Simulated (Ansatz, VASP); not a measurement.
**TiCo3 in VASP and in Ansatz**

```xyz
4
Lattice="3.4926 0.0000 0.0000 0.0000 3.4926 0.0000 0.0000 0.0000 3.4926" Properties=species:S:1:pos:R:3 pbc="T T T"
Ti    0.0000    0.0000    0.0000
Co    0.0000    1.7463    1.7463
Co    1.7463    0.0000    1.7463
Co    1.7463    1.7463    0.0000
```

Alike in both runs: task single point; functional PBEsol; k mesh 12 × 12 × 12; occupations gaussian, width 0.1 eV; collinear spin.

|  | VASP | Ansatz |
| --- | --- | --- |
| version | VASP 6.6.1 | Ansatz 0.2.0 |
| potentials or method | VASP PAW PBE potentials, release 64 (Ti_sv, Co), cutoff 520 eV | scalar-relativistic, plane waves, PAW |
| valence electrons in the cell | 39 | 63 |

Ansatz gave:

| Quantity | Value |
| --- | --- |
| gap on the k mesh at the Fermi level (eV) | none |
| pressure (GPa) | 7.7 |
| net moment per atom (μB) | 0.13 |
| size of the moment on the site where the two differ most (μB) | 0.19 |

Estimate VASP's values.

gap on the k mesh at the Fermi level (eV): none; pressure (GPa): 6.8; net moment per atom (μB): 0.12; size of the moment on the site where the two differ most (μB): 0.18.

VASP's potentials were made for PBE, not for PBEsol. Site moments also hang on the region over which each program counts them. A gap of «none» marks a metal or a gap that the smearing closes. With one functional, cell and mesh, what is left measures potentials, basis and numerics. VASP's potentials hold 39 valence electrons a cell and Ansatz's 63, so a difference there can come from the potentials and not from the codes.
